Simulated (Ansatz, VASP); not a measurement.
One calculation of K2Ta, two programs

```
CELL_PARAMETERS angstrom
0.00000 4.49384 4.49384
4.49384 0.00000 4.49384
4.49384 4.49384 0.00000
ATOMIC_POSITIONS crystal
K 0.62500 0.62500 0.62500
K 0.12500 0.62500 0.62500
K 0.62500 0.62500 0.12500
K 0.62500 0.12500 0.62500
Ta 0.00000 0.00000 0.00000
Ta 0.25000 0.25000 0.25000
```

Alike in both runs: task relaxation of cell and atoms; functional PBE; k mesh 8 × 8 × 8; occupations gaussian, width 0.1 eV; no spin polarisation.

|  | VASP | Ansatz |
| --- | --- | --- |
| version | VASP 6.6.1 | Ansatz 0.2.0 |
| potentials or method | VASP PAW PBE potentials, release 64 (K_sv, Ta_pv), cutoff 600 eV | scalar-relativistic, plane waves, PAW |
| valence electrons in the cell | 58 | 62 |

|  | VASP | Ansatz | Ansatz less VASP |
| --- | --- | --- | --- |
| gap on the k mesh at the Fermi level, each at its own relaxed structure (eV) | none | none | - |
| relaxed volume (Å³/atom) | 31.50 | 31.32 | -0.179 |
| relaxed length of the cell vector where the two differ most in proportion (Å) | 6.442 | 6.430 | -0.0122 |

A gap of «none» marks a metal or a gap that the smearing closes. VASP's potentials hold 58 valence electrons a cell and Ansatz's 62, so a difference there can come from the potentials and not from the codes.

Spin-orbit coupling is off throughout.
